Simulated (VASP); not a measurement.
Crystal: ScGa3P2.

```
Sc Ga P
1.0
     5.00168    0.00000    0.00000
    -2.50084    4.33158    0.00000
     0.00000    0.00000    6.12704
Sc Ga P
1 3 2
Cartesian
  0.0000 0.0000 3.0635
  0.0000 0.0000 0.0000
  0.0000 2.8877 3.0635
  2.5008 1.4439 3.0635
  0.0000 2.8877 0.0000
  2.5008 1.4439 0.0000
```

The cell was generated, and may not be a known phase.

```yaml
Program: VASP 6.6.1
Task: relaxation of cell and atoms
Functional: PBE
Potentials_or_basis: VASP PAW PBE potentials, release 64 (Sc_sv, Ga_d, P)
Cutoff: 600 eV
k_mesh: 6 × 6 × 4
Occupations: gaussian, width 0.1 eV
Spin: no spin polarisation
```

At the start: pressure -6.9 GPa; volume 22.12 Å³/atom.

Q: Where does the relaxation end?

A: Over 8 steps the energy falls by 96.5 meV/atom and the volume is 18.85 Å³/atom (-14.8 %); space group P6/mmm (No. 191, to 0.1 Å) before and after.

Step by step:
```tsv
step	energy change (eV)	largest force (eV/Å)	pressure (GPa)	volume (Å³)
1	0.0000	0.0000	-6.94	132.74
2	-0.5062	0.0000	-0.82	115.15
3	-0.5148	0.0000	0.31	113.07
4	-0.5593	0.0000	0.29	112.61
5	-0.5769	0.0000	0.43	112.15
6	-0.5774	0.0000	0.48	111.93
7	-0.5780	0.0000	0.46	112.02
8	-0.5789	0.0000	-0.12	113.12
```

Final structure:
```
Sc Ga P
1.0
     4.87261    0.00000    0.00000
    -2.43631    4.21980    0.00000
     0.00000    0.00000    5.50150
Sc Ga P
1 3 2
Direct
  0.00000 0.00000 0.50000
  0.00000 0.00000 0.00000
  0.33333 0.66667 0.50000
  0.66667 0.33333 0.50000
  0.33333 0.66667 0.00000
  0.66667 0.33333 0.00000
```
